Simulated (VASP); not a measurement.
HfIn4SiO6, 12 atoms in the cell. Symmetry: Cm, No. 8, monoclinic system. The conventional cell has a = 5.945 Å, b = 11.028 Å, c = 6.595 Å, α = 90.00°, β = 104.88°, γ = 90.00°. Hf (site symmetry m) has 4 O at 1.98 to 2.08 Å within 2.6 Å. In (site symmetry 1) has 3 O at 2.26 to 2.34 Å within 3.0 Å. Within 3.1 Å of In (site symmetry 1) lie 4 O at 2.32 to 2.74 Å. Within 2.1 Å of Si (site symmetry m) lie 4 O at 1.61 to 1.64 Å. Within 2.2 Å of O (site symmetry 1) lie 1 Si at 1.64 Å. O (site symmetry m) has 1 Si at 1.64 Å and 1 Hf at 2.08 Å within 2.2 Å. O (site symmetry m) has 1 Si at 1.61 Å and 1 Hf at 1.98 Å within 2.1 Å. Within 2.6 Å of O (site symmetry 1) lie 1 Hf at 1.98 Å and 2 In at 2.26 to 2.31 Å. 

| Item | Value |
| --- | --- |
| Program | VASP 6.6.1 |
| Task | single point |
| Functional | r2SCAN |
| Potentials or basis | VASP PAW PBE potentials, release 64 (Hf_pv, In_d, Si, O) |
| Cutoff | 520 eV |
| k mesh | 4 × 4 × 3 |
| Occupations | fermi-dirac, width 0.05 eV |
| Spin | no spin polarisation |
| Dipole correction | no |
| Further INCAR settings | ALGO = Normal; EDIFF = 1e-06; NBANDS = 63 |

Potentials or basis: VASP PAW PBE potentials, release 64 (Hf_pv, In_d, Si, O).

Run with:

```console
$ cat potpaw_PBE.64/Hf_pv/POTCAR potpaw_PBE.64/In_d/POTCAR potpaw_PBE.64/Si/POTCAR potpaw_PBE.64/O/POTCAR > POTCAR
$ cp INCAR.step1 INCAR
$ mpirun -np 1 vasp_std > vasp.out
$ cp INCAR.step2 INCAR
$ mpirun -np 1 vasp_std > vasp.out
```

Hardware: 1 thread of Intel Xeon 8259CL, with other jobs on the host.

Question: How long does it take, and how much memory?

Answer: Wall time 25 min on 1 thread of Intel Xeon 8259CL, with other jobs on the host, peak memory 0.51 GiB. Counts: k points 17.
